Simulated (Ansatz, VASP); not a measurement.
# Two plane-wave programs on V

```
V
1.0
    -1.49069    1.49069    1.49069
     1.49069   -1.49069    1.49069
     1.49069    1.49069   -1.49069
V
1
Direct
  0.00000 0.00000 0.00000
```

Alike in both runs: task single point; functional r2SCAN; k mesh 24 × 24 × 24; occupations fermi-dirac, width 0.05 eV; collinear spin.

|  | VASP | Ansatz |
| --- | --- | --- |
| version | VASP 6.6.1 | Ansatz 0.2.0 |
| potentials or method | VASP PAW PBE potentials, release 64 (V_sv), cutoff 520 eV | plane waves (500 eV) with PAW, scalar-relativistic |
| valence electrons in the cell | 13 | 13 |

|  | VASP | Ansatz | Ansatz less VASP |
| --- | --- | --- | --- |
| net moment per atom (μB) | 0.00 | 0.00 | 0.000 |

VASP's potentials were made for PBE, not for r2SCAN. With one functional, cell and mesh, what is left measures potentials, basis and numerics. Ansatz's warnings: seeded moment not kept, stability check not made.
